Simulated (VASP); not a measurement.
# LaPd3O (Pm-3m) in VASP: single point with PBE

Aim: the single point of LaPd3O with PBE.

All numbers are computed with VASP 6.6.1; they aren't measurements. Logs are shortened: lines on timing, memory, paths and dates and some standing lists are left out, and cuts for length are marked.

### 1 The cell of the first run

Symmetry: Pm-3m, No. 221, cubic system. Conventional cell: a = 4.230 Å, b = 4.230 Å, c = 4.230 Å, α = 90.00°, β = 90.00°, γ = 90.00°. O (site symmetry m-3m) has 6 Pd at 2.12 Å within 2.8 Å. Pd (site symmetry 4/mmm) has 2 O at 2.12 Å within 2.8 Å. Within 3.9 Å of La (site symmetry m-3m) lie 12 Pd at 2.99 Å and 8 O at 3.66 Å.

### 2 Single point, PBE

File INCAR:

```
SYSTEM = LaPd3O
PREC = Accurate
ENCUT = 520
EDIFF = 1E-6
ISMEAR = -1
SIGMA = 0.1
LREAL = .FALSE.
LASPH = .TRUE.
NELM = 100
ALGO = Normal
ISIF = 2
LWAVE = .FALSE.
LCHARG = .FALSE.
GGA = PE
NBANDS = 32
```

File KPOINTS:

```
Automatic mesh
0
G
  8 8 8
  0 0 0
```

File POSCAR:

```
LaPd3O
1.0
    4.2303590000      0.0000000000      0.0000000000
    0.0000000000      4.2303590000      0.0000000000
    0.0000000000      0.0000000000      4.2303590000
O Pd La
1 3 1
Direct
    0.5000000000      0.5000000000      0.5000000000
    0.0000000000      0.5000000000      0.5000000000
    0.5000000000      0.0000000000      0.5000000000
    0.5000000000      0.5000000000      0.0000000000
    0.0000000000      0.0000000000      0.0000000000
```

Potentials or basis: VASP PAW PBE potentials, release 64 (O, Pd, La).

The run is started by

```sh
cat potpaw_PBE.64/O/POTCAR potpaw_PBE.64/Pd/POTCAR potpaw_PBE.64/La/POTCAR > POTCAR
mpirun -np 1 vasp_std > vasp.out
```

OUTCAR:

```text
SYSTEM = LaPd3O
   PREC = Accurate
   ENCUT = 520
   EDIFF = 1E-6
   ISMEAR = -1
   LREAL = .FALSE.
   LASPH = .TRUE.
   NELM = 100
   ISIF = 2
   GGA = PE

 ion  position               nearest neighbor table
   1  0.500  0.500  0.500-   2 2.12   3 2.12   4 2.12   4 2.12   3 2.12   2 2.12
   2  0.000  0.500  0.500-   1 2.12   1 2.12   4 2.99   5 2.99   4 2.99   5 2.99   3 2.99   5 2.99
                             5 2.99   3 2.99   3 2.99   4 2.99   4 2.99   3 2.99
   3  0.500  0.000  0.500-   1 2.12   1 2.12   4 2.99   5 2.99   4 2.99   5 2.99   2 2.99   2 2.99
                             4 2.99   4 2.99   2 2.99   5 2.99   5 2.99   2 2.99
   4  0.500  0.500  0.000-   1 2.12   1 2.12   3 2.99   5 2.99   2 2.99   2 2.99   3 2.99   3 2.99
                             5 2.99   3 2.99   2 2.99   5 2.99   2 2.99   5 2.99
   5  0.000  0.000  0.000-   2 2.99   3 2.99   4 2.99   2 2.99   3 2.99   2 2.99   4 2.99   2 2.99
                             3 2.99   4 2.99   3 2.99   4 2.99

  LATTYP: Found a simple cubic cell.
 ALAT       =     4.2303590000

  Lattice vectors:

 A1 = (   4.2303590000,   0.0000000000,   0.0000000000)
 A2 = (   0.0000000000,   4.2303590000,   0.0000000000)
 A3 = (   0.0000000000,   0.0000000000,   4.2303590000)

Analysis of symmetry for initial positions (statically):
=====================================================================
 Subroutine PRICEL returns:
 Original cell was already a primitive cell.

 Routine SETGRP: Setting up the symmetry group for a
 simple cubic supercell.

 Subroutine GETGRP returns: Found 48 space group operations
 (whereof 48 operations were pure point group operations)
 out of a pool of 48 trial point group operations.

The static configuration has the point symmetry O_h .

Analysis of symmetry for dynamics (positions and initial velocities):
=====================================================================
 Subroutine PRICEL returns:
 Original cell was already a primitive cell.

 Routine SETGRP: Setting up the symmetry group for a
 simple cubic supercell.

 Subroutine GETGRP returns: Found 48 space group operations
 (whereof 48 operations were pure point group operations)
 out of a pool of 48 trial point group operations.

The dynamic configuration has the point symmetry O_h .

 Subroutine INISYM returns: Found 48 space group operations
 (whereof 48 operations are pure point group operations),
 and found     1 'primitive' translations

----------------------------------------------------------------------------------------

                                     Primitive cell

  volume of cell :      75.7062

  direct lattice vectors                    reciprocal lattice vectors
     4.230359000  0.000000000  0.000000000     0.236386557  0.000000000  0.000000000
     0.000000000  4.230359000  0.000000000     0.000000000  0.236386557  0.000000000
     0.000000000  0.000000000  4.230359000     0.000000000  0.000000000  0.236386557

  length of vectors
     4.230359000  4.230359000  4.230359000     0.236386557  0.236386557  0.236386557

  position of ions in fractional coordinates (direct lattice)
     0.500000000  0.500000000  0.500000000
     0.000000000  0.500000000  0.500000000
     0.500000000  0.000000000  0.500000000
     0.500000000  0.500000000  0.000000000
     0.000000000  0.000000000  0.000000000

  ion indices of the primitive-cell ions
   primitive index   ion index
                 1           1
                 2           2
                 3           3
                 4           4
                 5           5

----------------------------------------------------------------------------------------

 KPOINTS: Automatic mesh

Automatic generation of k-mesh.
 Grid dimensions read from file:
 generate k-points for:    8    8    8

 Generating k-lattice:

  Cartesian coordinates                     Fractional coordinates (reciprocal lattice)
     0.029548320  0.000000000  0.000000000     0.125000000  0.000000000  0.000000000
     0.000000000  0.029548320  0.000000000     0.000000000  0.125000000  0.000000000
     0.000000000  0.000000000  0.029548320     0.000000000  0.000000000  0.125000000

  Length of vectors
     0.029548320  0.029548320  0.029548320

  Shift w.r.t. Gamma in fractional coordinates (k-lattice)
     0.000000000  0.000000000  0.000000000

 Subroutine IBZKPT returns following result:
 ===========================================

 Found     35 irreducible k-points:

 Following reciprocal coordinates:
            Coordinates               Weight
  0.000000  0.000000  0.000000      1.000000
  0.125000  0.000000  0.000000      6.000000
  0.250000  0.000000  0.000000      6.000000
  0.375000  0.000000  0.000000      6.000000
  0.500000  0.000000  0.000000      3.000000
  0.125000  0.125000  0.000000     12.000000
[... 16 lines left out ...]
  0.375000  0.375000  0.125000     24.000000
  0.500000  0.375000  0.125000     24.000000
 [... further k-points ...]
   k-points           NKPTS =     35   k-points in BZ     NKDIM =     35   number of bands    NBANDS=     32
   number of dos      NEDOS =    301   number of ions     NIONS =      5
   total plane-waves  NPLWV =  32768
   dimension x,y,z NGX =    32 NGY =   32 NGZ =   32
   dimension x,y,z NGXF=    64 NGYF=   64 NGZF=   64
   ions per type =               1   3   1
   NGX,Y,Z   is equivalent  to a cutoff of  12.58, 12.58, 12.58 a.u.
   NGXF,Y,Z  is equivalent  to a cutoff of  25.15, 25.15, 25.15 a.u.
 SYSTEM =  LaPd3O
   PREC   = accura    normal or accurate (medium, high low for compatibility)
   ISTART =      0    job   : 0-new  1-cont  2-samecut
   ICHARG =      2    charge: 1-file 2-atom 10-const
   ISPIN  =      1    spin polarized calculation?
   LNONCOLLINEAR =      F non collinear calculations
   LSORBIT =      F    spin-orbit coupling
   LASPH  =      T    aspherical Exc in radial PAW
   ENCUT  =  520.0 eV  38.22 Ry    6.18 a.u.   7.87  7.87  7.87*2*pi/ulx,y,z
   NELM   =    100;   NELMIN=  2; NELMDL= -5     # of ELM steps
   EDIFF  = 0.1E-05   stopping-criterion for ELM
   LREAL  =      F    real-space projection
[... 7 lines left out ...]
   TEBEG  =    0.0;   TEEND  =   0.0 temperature during run
   PSTRESS=    0.0 pullay stress
   NELECT =      47.0000    total number of electrons
   NUPDOWN=      -1.0000    fix difference up-down
   EMIN   =  10.00;   EMAX   =-10.00  energy-range for DOS
   EFERMI =   0.00;   METHOD = LEGACY
   ISMEAR =    -1;   SIGMA  =   0.10  broadening in eV -4-tet -1-fermi 0-gaus
   EFERMI_NEDOS =   21; number of points for ismear=-14 and -15
   IALGO  =     38    algorithm
   IMIX   =      4    mixing-type and parameters
     AMIX     =   0.40;   BMIX     =  1.00
     AMIX_MAG =   1.60;   BMIX_MAG =  1.00
  volume/ion in A,a.u.               =      15.14       102.18
  Fermi-wavevector in a.u.,A,eV,Ry     =   1.396573  2.639140 26.537013  1.950415
  Thomas-Fermi vector in A             =   2.519914
   LORBIT       =      0    0 simple, 1 ext, 2 COOP (PROOUT), +10 PAW based schemes
   GGA     = PE    functional components
   LHFCALC =     F    Hartree Fock is set to
   AEXX    =    0.0000 exact exchange contribution
   IVDW    =     0    specifies the selected vdW correction
   LEPSILON=     F    determine dielectric tensor
   LRPA    =     F    only Hartree local field effects (RPA)
 non-spin polarized calculation
  energy-cutoff  :      520.00
  volume of cell :       75.71
 maximum number of plane-waves:      2064
 NGX is ok and might be reduce to    32
   NGX = 15   NGY = 15   NGZ = 15

 number of electron      46.9999986 magnetization

 Free energy of the ion-electron system (eV)
  ---------------------------------------------------
  ext. energy  EPLUGINS =         0.00000000
  ---------------------------------------------------
  free energy    TOTEN  =       -27.49609315 eV

  energy without entropy =      -27.40372904  energy(sigma->0) =      -27.44991109

 E-fermi :  11.2524     XC(G=0): -12.4602

 val. band max:       11.2437533989   @ k =   0.2500   0.2500   0.0000
 cond. band min:      11.2534249664   @ k =   0.3750   0.0000   0.0000
 fundamental gap:      0.0096715675
 Fermi energy:        11.2524469089

 k-point     1 :       0.0000    0.0000    0.0000
  band No.  band energies     occupation
      1     -21.2305      2.00000
      2      -9.5888      2.00000
      3      -5.0628      2.00000
      4      -5.0628      2.00000
      5      -5.0628      2.00000
      6       5.3896      2.00000
[... 24 lines left out ...]
     31      13.5534      0.00000
     32      13.5534      0.00000

 k-point     2 :       0.1250    0.0000    0.0000
  band No.  band energies     occupation
      1     -21.2265      2.00000
      2      -9.5576      2.00000
      3      -5.1299      2.00000
      4      -5.0692      2.00000
      5      -5.0692      2.00000
      6       4.9202      2.00000
[... 24 lines left out ...]
     31      13.5615      0.00000
     32      13.6804      0.00000

 k-point     3 :       0.2500    0.0000    0.0000
  band No.  band energies     occupation
      1     -21.2167      2.00000
      2      -9.4805      2.00000
      3      -5.2852      2.00000
      4      -5.0844      2.00000
      5      -5.0844      2.00000
      6       4.1102      2.00000
[... 24 lines left out ...]
     31      13.6120      0.00000
     32      13.8079      0.00000

 k-point     4 :       0.3750    0.0000    0.0000
  band No.  band energies     occupation
      1     -21.2068      2.00000
      2      -9.4014      2.00000
      3      -5.4317      2.00000
      4      -5.0995      2.00000
      5      -5.0995      2.00000
      6       3.4711      2.00000
[... 654 lines left out ...]
     31      13.8631      0.00000
     32      13.8632      0.00000

 k-point    23 :       0.3750    0.3750    0.1250
  band No.  band energies     occupation
      1     -21.1893      2.00000
      2      -9.1585      2.00000
      3      -5.3867      2.00000
      4      -5.3585      2.00000
      5      -5.1577      2.00000
      6       3.1545      2.00000
[... 24 lines left out ...]
     31      13.8075      0.00000
     32      13.8521      0.00000

 k-point    24 :       0.5000    0.3750    0.1250
  band No.  band energies     occupation
      1     -21.1867      2.00000
      2      -9.1208      2.00000
      3      -5.4149      2.00000
      4      -5.3644      2.00000
      5      -5.1604      2.00000
      6       2.9593      2.00000
[... 24 lines left out ...]
     31      13.8239      0.00000
     32      13.8558      0.00000

 [... further k-points ...]

------------------------ aborting loop because EDIFF is reached ----------------------------------------

  FORCE on cell =-STRESS in cart. coord.  units (eV):
  Direction    XX          YY          ZZ          XY          YZ          ZX
  --------------------------------------------------------------------------------------
  -------------------------------------------------------------------------------------
  Total       10.9900961     10.9900961     10.9900961      0.0000000     -0.0000000      0.0000000
  in kB      232.5843012    232.5843012    232.5843012      0.0000000     -0.0000000      0.0000000
  external PRESSURE =     232.5843012 kB  Pullay stress =       0.0000000 kB

 VOLUME and BASIS-vectors are now :
 -----------------------------------------------------------------------------
  energy-cutoff  :      520.00
  volume of cell :       75.71
      direct lattice vectors                 reciprocal lattice vectors
     4.230359000  0.000000000  0.000000000     0.236386557  0.000000000  0.000000000
     0.000000000  4.230359000  0.000000000     0.000000000  0.236386557  0.000000000
     0.000000000  0.000000000  4.230359000     0.000000000  0.000000000  0.236386557

 POSITION                                       TOTAL-FORCE (eV/Angst)
 -----------------------------------------------------------------------------------
      2.11518      2.11518      2.11518         0.000000      0.000000      0.000000
      0.00000      2.11518      2.11518         0.000000      0.000000      0.000000
      2.11518      0.00000      2.11518         0.000000      0.000000      0.000000
      2.11518      2.11518      0.00000         0.000000      0.000000      0.000000
      0.00000      0.00000      0.00000         0.000000      0.000000      0.000000
 -----------------------------------------------------------------------------------
    total drift:                                0.000000     -0.000000     -0.000000

  FREE ENERGIE OF THE ION-ELECTRON SYSTEM (eV)
  ---------------------------------------------------
  free  energy   TOTEN  =       -27.4960931452 eV

  energy  without entropy=      -27.4037290447  energy(sigma->0) =      -27.44991109
```

Run time: 1.7 min. Hardware: 1 thread of Intel Xeon 8259CL, shared host; peak memory 0.25 GiB.

Results:

```
Free energy            : -27.4961 eV
Pressure               : 23.3 GPa
Band gap on the k mesh : zero (an odd number of electrons rules out a gap without spin polarisation)
```

Caveat: the cell stands under pressure; spin-orbit coupling is left out, which moves the levels of the heavy elements; an odd number of electrons without spin polarisation forces a metal; a magnetic or distorted state may lie lower.
